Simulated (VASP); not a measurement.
# SrLaTlCuO5 (P4mm) in VASP: notebook

The runs below take SrLaTlCuO5 through single point, relaxation of shape and atoms at fixed volume, with LDA.

Everything below comes from runs of VASP 6.6.1. Logs are shortened: lines on timing, memory, paths and dates and some standing lists are left out, and cuts for length are marked.

## 1. The cell of the first run

The structure is tetragonal, space group P4mm (No. 99). Conventional cell: a = 3.810 Å, b = 3.810 Å, c = 8.934 Å, α = 90.00°, β = 90.00°, γ = 90.00°. Within 3.9 Å of Sr (site symmetry 4mm) lie 9 O at 2.74 to 2.77 Å and 4 Cu at 3.27 Å and 1 La at 3.67 Å and 4 Tl at 3.74 Å and 4 Sr at 3.81 Å. Within 3.3 Å of La (site symmetry 4mm) lie 9 O at 2.49 to 2.76 Å and 4 Cu at 3.24 Å. Within 2.8 Å of Tl (site symmetry 4mm) lie 6 O at 2.08 to 2.70 Å. Cu (site symmetry 4mm) has 6 O at 1.91 to 2.39 Å within 2.5 Å. O (site symmetry 4mm) has 1 Tl at 2.08 Å and 1 Cu at 2.37 Å and 4 Sr at 2.74 Å within 2.8 Å. O (site symmetry 4mm) has 1 Tl at 2.09 Å and 1 Cu at 2.39 Å and 4 La at 2.76 Å within 2.8 Å. Within 2.8 Å of O (site symmetry 2mm) lie 2 Cu at 1.91 Å and 2 La at 2.53 Å and 4 O at 2.69 Å and 2 Sr at 2.76 Å. O (site symmetry 4mm) has 1 La at 2.49 Å and 4 Tl at 2.70 Å and 1 Sr at 2.77 Å and 8 O at 3.30 to 3.52 Å within 3.6 Å.

## 2. Single point, LDA

The input, INCAR:

```
SYSTEM = SrLaTlCuO5
  PREC = Accurate
  ENCUT = 520
  EDIFF = 1E-7
  ISMEAR = 1
  SIGMA = 0.1
  LREAL = .False.
  LASPH = .True.
  NELM = 100
  ALGO = Normal
  ISIF = 2
  LWAVE = .False.
  LCHARG = .False.
  NBANDS = 48
```

The input, KPOINTS:

```
regular mesh
0
Gamma
  6 6 3
  0 0 0
```

The input, POSCAR:

```
SrLaTlCuO5
1.0
    3.8096420663      0.0000000000      0.0000000000
    0.0000000000      3.8096420663      0.0000000000
    0.0000000000      0.0000000000      8.9339858489
Sr La Tl Cu O
1 1 1 1 5
Direct
    0.5000000000      0.5000000000      0.7860363356
    0.5000000000      0.5000000000      0.1965231725
    0.0000000000      0.0000000000      0.4961498738
    0.0000000000      0.0000000000      0.9944253882
    0.0000000000      0.0000000000      0.7287539592
    0.0000000000      0.0000000000      0.2620591941
    0.0000000000      0.5000000000      0.0101365473
    0.5000000000      0.0000000000      0.0101365473
    0.5000000000      0.5000000000      0.4757799821
```

Potentials or basis: VASP PAW LDA potentials, release 64 (Sr_sv, La, Tl_d, Cu, O).

On the command line:

```sh
> cat potpaw_LDA.64/Sr_sv/POTCAR potpaw_LDA.64/La/POTCAR potpaw_LDA.64/Tl_d/POTCAR potpaw_LDA.64/Cu/POTCAR potpaw_LDA.64/O/POTCAR > POTCAR
> mpirun -np 1 vasp_std > vasp.out
```

OUTCAR:

```text
SYSTEM = SrLaTlCuO5
   PREC = Accurate
   ENCUT = 520
   EDIFF = 1E-7
   ISMEAR = 1
   LREAL = .False.
   LASPH = .True.
   NELM = 100
   ISIF = 2

 ion  position               nearest neighbor table
   1  0.500  0.500  0.786-   5 2.74   5 2.74   5 2.74   5 2.74   8 2.76   8 2.76   7 2.76   7 2.76
                             9 2.77   4 3.27   4 3.27   4 3.27   4 3.27   2 3.67   3 3.74   3 3.74
   2  0.500  0.500  0.197-   9 2.49   8 2.53   7 2.53   8 2.53   7 2.53   6 2.76   6 2.76   6 2.76
                             6 2.76   1 3.67   3 3.80   3 3.80   3 3.80   3 3.80
   3  0.000  0.000  0.496-   5 2.08   6 2.09   9 2.70   9 2.70   9 2.70   9 2.70   1 3.74   1 3.74
                             1 3.74   1 3.74   2 3.80   2 3.80   2 3.80   2 3.80
   4  0.000  0.000  0.994-   7 1.91   8 1.91   7 1.91   8 1.91   5 2.37   1 3.27   1 3.27   1 3.27
                             1 3.27
   5  0.000  0.000  0.729-   3 2.08   4 2.37   1 2.74   1 2.74   1 2.74   1 2.74
   6  0.000  0.000  0.262-   3 2.09   2 2.76   2 2.76   2 2.76   2 2.76
   7  0.000  0.500  0.010-   4 1.91   4 1.91   2 2.53   2 2.53   1 2.76   1 2.76
   8  0.500  0.000  0.010-   4 1.91   4 1.91   2 2.53   2 2.53   1 2.76   1 2.76
   9  0.500  0.500  0.476-   2 2.49   3 2.70   3 2.70   3 2.70   3 2.70   1 2.77

  LATTYP: Found a simple tetragonal cell.
 ALAT       =     3.8096420663
 C/A-ratio  =     2.3450984878

  Lattice vectors:

 A1 = (   3.8096420663,   0.0000000000,   0.0000000000)
 A2 = (   0.0000000000,   3.8096420663,   0.0000000000)
 A3 = (   0.0000000000,   0.0000000000,   8.9339858489)

Analysis of symmetry for initial positions (statically):
=====================================================================
 Subroutine PRICEL returns:
 Original cell was already a primitive cell.

 Routine SETGRP: Setting up the symmetry group for a
 simple tetragonal supercell.

 Subroutine GETGRP returns: Found  8 space group operations
 (whereof  8 operations were pure point group operations)
 out of a pool of 16 trial point group operations.

The static configuration has the point symmetry C_4v.

Analysis of symmetry for dynamics (positions and initial velocities):
=====================================================================
 Subroutine PRICEL returns:
 Original cell was already a primitive cell.

 Routine SETGRP: Setting up the symmetry group for a
 simple tetragonal supercell.

 Subroutine GETGRP returns: Found  8 space group operations
 (whereof  8 operations were pure point group operations)
 out of a pool of 16 trial point group operations.

The dynamic configuration has the point symmetry C_4v.

 Subroutine INISYM returns: Found  8 space group operations
 (whereof  8 operations are pure point group operations),
 and found     1 'primitive' translations

----------------------------------------------------------------------------------------

                                     Primitive cell

  volume of cell :     129.6623

  direct lattice vectors                    reciprocal lattice vectors
     3.809642066  0.000000000  0.000000000     0.262491852  0.000000000  0.000000000
     0.000000000  3.809642066  0.000000000     0.000000000  0.262491852  0.000000000
     0.000000000  0.000000000  8.933985849     0.000000000  0.000000000  0.111932123

  length of vectors
     3.809642066  3.809642066  8.933985849     0.262491852  0.262491852  0.111932123

  position of ions in fractional coordinates (direct lattice)
     0.500000000  0.500000000  0.786036336
     0.500000000  0.500000000  0.196523173
     0.000000000  0.000000000  0.496149874
     0.000000000  0.000000000  0.994425388
     0.000000000  0.000000000  0.728753959
     0.000000000  0.000000000  0.262059194
     0.000000000  0.500000000  0.010136547
     0.500000000  0.000000000  0.010136547
     0.500000000  0.500000000  0.475779982

  ion indices of the primitive-cell ions
   primitive index   ion index
                 1           1
                 2           2
                 3           3
                 4           4
                 5           5
                 6           6
                 7           7
                 8           8
                 9           9

----------------------------------------------------------------------------------------

 KPOINTS: regular mesh

Automatic generation of k-mesh.
 Grid dimensions read from file:
 generate k-points for:    6    6    3

 Generating k-lattice:

  Cartesian coordinates                     Fractional coordinates (reciprocal lattice)
     0.043748642  0.000000000  0.000000000     0.166666667  0.000000000  0.000000000
     0.000000000  0.043748642  0.000000000     0.000000000  0.166666667  0.000000000
     0.000000000  0.000000000  0.037310708     0.000000000  0.000000000  0.333333333

  Length of vectors
     0.043748642  0.043748642  0.037310708

  Shift w.r.t. Gamma in fractional coordinates (k-lattice)
     0.000000000  0.000000000  0.000000000

 Subroutine IBZKPT returns following result:
 ===========================================

 Found     20 irreducible k-points:

 Following reciprocal coordinates:
            Coordinates               Weight
  0.000000  0.000000  0.000000      1.000000
  0.166667  0.000000  0.000000      4.000000
  0.333333  0.000000  0.000000      4.000000
  0.500000  0.000000  0.000000      2.000000
  0.166667  0.166667  0.000000      4.000000
  0.333333  0.166667  0.000000      8.000000
[... 12 lines left out ...]
  0.500000  0.333333  0.333333      8.000000
  0.500000  0.500000  0.333333      2.000000
   k-points           NKPTS =     20   k-points in BZ     NKDIM =     20   number of bands    NBANDS=     48
   number of dos      NEDOS =    301   number of ions     NIONS =      9
   total plane-waves  NPLWV =  54880
   dimension x,y,z NGX =    28 NGY =   28 NGZ =   70
   dimension x,y,z NGXF=    56 NGYF=   56 NGZF=  140
   ions per type =               1   1   1   1   5
   NGX,Y,Z   is equivalent  to a cutoff of  12.22, 12.22, 13.03 a.u.
   NGXF,Y,Z  is equivalent  to a cutoff of  24.44, 24.44, 26.05 a.u.
 SYSTEM =  SrLaTlCuO5
   PREC   = accura    normal or accurate (medium, high low for compatibility)
   ISTART =      0    job   : 0-new  1-cont  2-samecut
   ICHARG =      2    charge: 1-file 2-atom 10-const
   ISPIN  =      1    spin polarized calculation?
   LNONCOLLINEAR =      F non collinear calculations
   LSORBIT =      F    spin-orbit coupling
   LASPH  =      T    aspherical Exc in radial PAW
   ENCUT  =  520.0 eV  38.22 Ry    6.18 a.u.   7.08  7.08 16.61*2*pi/ulx,y,z
   NELM   =    100;   NELMIN=  2; NELMDL= -5     # of ELM steps
   EDIFF  = 0.1E-06   stopping-criterion for ELM
   LREAL  =      F    real-space projection
   EDIFFG = 0.1E-05   stopping-criterion for IOM
   NSW    =      0    number of steps for IOM
   IBRION =     -1    ionic relax: 0-MD 1-quasi-New 2-CG
   NFREE  =      0    steps in history (QN), initial steepest desc. (CG)
   ISIF   =      2    stress and relaxation
   ISYM   =      2    0-nonsym 1-usesym 2-fastsym
   POTIM  = 0.5000    time-step for ionic-motion
   TEBEG  =    0.0;   TEEND  =   0.0 temperature during run
   PSTRESS=    0.0 pullay stress
   NELECT =      75.0000    total number of electrons
   NUPDOWN=      -1.0000    fix difference up-down
   EMIN   =  10.00;   EMAX   =-10.00  energy-range for DOS
   EFERMI =   0.00;   METHOD = LEGACY
   ISMEAR =     1;   SIGMA  =   0.10  broadening in eV -4-tet -1-fermi 0-gaus
   EFERMI_NEDOS =   21; number of points for ismear=-14 and -15
   IALGO  =     38    algorithm
   IMIX   =      4    mixing-type and parameters
     AMIX     =   0.40;   BMIX     =  1.00
     AMIX_MAG =   1.60;   BMIX_MAG =  1.00
  volume/ion in A,a.u.               =      14.41        97.22
  Fermi-wavevector in a.u.,A,eV,Ry     =   1.364030  2.577644 25.314713  1.860579
  Thomas-Fermi vector in A             =   2.490382
   LORBIT       =      0    0 simple, 1 ext, 2 COOP (PROOUT), +10 PAW based schemes
   GGA     = CA    functional components
   LHFCALC =     F    Hartree Fock is set to
   AEXX    =    0.0000 exact exchange contribution
   IVDW    =     0    specifies the selected vdW correction
   LEPSILON=     F    determine dielectric tensor
   LRPA    =     F    only Hartree local field effects (RPA)
 non-spin polarized calculation
 Methfessel and Paxton  Order N= 1 SIGMA  =   0.10
  energy-cutoff  :      520.00
  volume of cell :      129.66
 maximum number of plane-waves:      3508
   NGX = 15   NGY = 15   NGZ = 33

 number of electron      74.9999953 magnetization

 Free energy of the ion-electron system (eV)
  ---------------------------------------------------
  ext. energy  EPLUGINS =         0.00000000
  ---------------------------------------------------
  free energy    TOTEN  =       -61.52259265 eV

  energy without entropy =      -61.51849801  energy(sigma->0) =      -61.52122777

 E-fermi :   5.6484     XC(G=0): -11.3091

 val. band max:        5.6290335409   @ k =   0.3333   0.1667   0.0000
 cond. band min:       5.6801529235   @ k =   0.3333   0.1667   0.3333
 fundamental gap:      0.0511193826
 Fermi energy:         5.6484077381

 k-point     1 :       0.0000    0.0000    0.0000
  band No.  band energies     occupation
      1     -28.2888      2.00000
      2     -25.7863      2.00000
      3     -13.4183      2.00000
      4     -12.4288      2.00000
      5     -11.8273      2.00000
      6     -11.5822      2.00000
[... 40 lines left out ...]
     47       9.0735      0.00000
     48       9.5631      0.00000

 k-point     2 :       0.1667    0.0000    0.0000
  band No.  band energies     occupation
      1     -28.2819      2.00000
      2     -25.7664      2.00000
      3     -13.3285      2.00000
      4     -12.5283      2.00000
      5     -11.9527      2.00000
      6     -11.7233      2.00000
[... 910 lines left out ...]
 k-point    20 :       0.5000    0.5000    0.3333
  band No.  band energies     occupation
      1     -28.2365      2.00000
      2     -25.6346      2.00000
      3     -12.5637      2.00000
      4     -12.5637      2.00000
      5     -12.3296      2.00000
      6     -11.7565      2.00000
[... 40 lines left out ...]
     47      10.2313      0.00000
     48      10.2370      0.00000

------------------------ aborting loop because EDIFF is reached ----------------------------------------

  FORCE on cell =-STRESS in cart. coord.  units (eV):
  Direction    XX          YY          ZZ          XY          YZ          ZX
  --------------------------------------------------------------------------------------
  -------------------------------------------------------------------------------------
  Total       -7.4724273     -7.4724273     -7.4409657      0.0000000      0.0000000      0.0000000
  in kB      -92.3333668    -92.3333668    -91.9446106      0.0000000      0.0000000      0.0000000
  external PRESSURE =     -92.2037814 kB  Pullay stress =       0.0000000 kB

 VOLUME and BASIS-vectors are now :
 -----------------------------------------------------------------------------
  energy-cutoff  :      520.00
  volume of cell :      129.66
      direct lattice vectors                 reciprocal lattice vectors
     3.809642066  0.000000000  0.000000000     0.262491852  0.000000000  0.000000000
     0.000000000  3.809642066  0.000000000     0.000000000  0.262491852  0.000000000
     0.000000000  0.000000000  8.933985849     0.000000000  0.000000000  0.111932123

 POSITION                                       TOTAL-FORCE (eV/Angst)
 -----------------------------------------------------------------------------------
      1.90482      1.90482      7.02244        -0.000000     -0.000000      0.007599
      1.90482      1.90482      1.75574        -0.000000     -0.000000     -0.027750
      0.00000      0.00000      4.43260         0.000000     -0.000000     -0.004436
      0.00000      0.00000      8.88418         0.000000     -0.000000     -0.010222
      0.00000      0.00000      6.51068        -0.000000     -0.000000      0.019081
      0.00000      0.00000      2.34123        -0.000000      0.000000     -0.027732
      0.00000      1.90482      0.09056         0.000000     -0.000000      0.021755
      1.90482      0.00000      0.09056        -0.000000     -0.000000      0.021755
      1.90482      1.90482      4.25061        -0.000000      0.000000     -0.000049
 -----------------------------------------------------------------------------------
    total drift:                               -0.000000     -0.000000      0.000475

  FREE ENERGIE OF THE ION-ELECTRON SYSTEM (eV)
  ---------------------------------------------------
  free  energy   TOTEN  =       -61.5225926537 eV

  energy  without entropy=      -61.5184980117  energy(sigma->0) =      -61.52122777
```

Run time: 2.1 min. Hardware: 1 thread of Intel Xeon 6975P-C (Granite Rapids), shared host; peak memory 0.29 GiB.

What came out:

```yaml
Free_energy: -61.5226 eV
Pressure: -9.2 GPa
Largest_force: 0.028 eV/Å
Band_gap_on_the_k_mesh: zero (an odd number of electrons rules out a gap without spin polarisation)
```

Forces on the atoms (eV/Å):
```
Sr   0.000  0.000  0.008
La   0.000  0.000 -0.028
Tl   0.000  0.000 -0.004
Cu   0.000  0.000 -0.010
O    0.000  0.000  0.019
O    0.000  0.000 -0.028
O    0.000  0.000  0.022
O    0.000  0.000  0.022
O    0.000  0.000  0.000
```

Caveat: the cell stands under tension; spin-orbit coupling is left out, which moves the levels of the heavy elements; an odd number of electrons without spin polarisation forces a metal; a magnetic or distorted state may lie lower; semilocal functionals often make such compounds metallic where correlation or magnetic order opens a gap, which also shifts bond lengths.

(Part 1 of 2 ends here.)

The gap in the log of VASP goes by the Fermi energy; the results here count the filled bands.